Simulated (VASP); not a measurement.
Here is a VASP 6.6.1 calculation.

Contents of INCAR:

```
PREC = Accurate
ENCUT = 520
EDIFF = 1E-6
ISMEAR = -1
SIGMA = 0.05
LREAL = F
LASPH = T
NELM = 80
ALGO = Normal
ISIF = 2
LWAVE = F
LCHARG = F
GGA = CA
NBANDS = 20
```

KPOINTS

```
Automatic mesh
0
Gamma
  9 9 5
```

Contents of POSCAR:

```
Tl
1.0
    3.4560000000      0.0000000000      0.0000000000
   -1.7280000000      2.9929837955      0.0000000000
    0.0000000000      0.0000000000      5.5250000000
Tl
2
Direct
    0.6666666667      0.3333333333      0.7500000000
    0.3333333333      0.6666666667      0.2500000000
```

Potentials or basis: VASP PAW LDA potentials, release 64 (Tl_d).

Launch:

```bash
$ cat potpaw_LDA.64/Tl_d/POTCAR > POTCAR
$ mpirun -np 1 vasp_std > vasp.out
```

(1) What does it give for the pressure?

(2) Estimate the band gap on the k mesh.

Answers

(1) -1.5 GPa.

(2) zero (bands 13 and 14 overlap by 3.67 eV).

Caveat: spin-orbit coupling is left out, which moves the levels of the heavy elements.
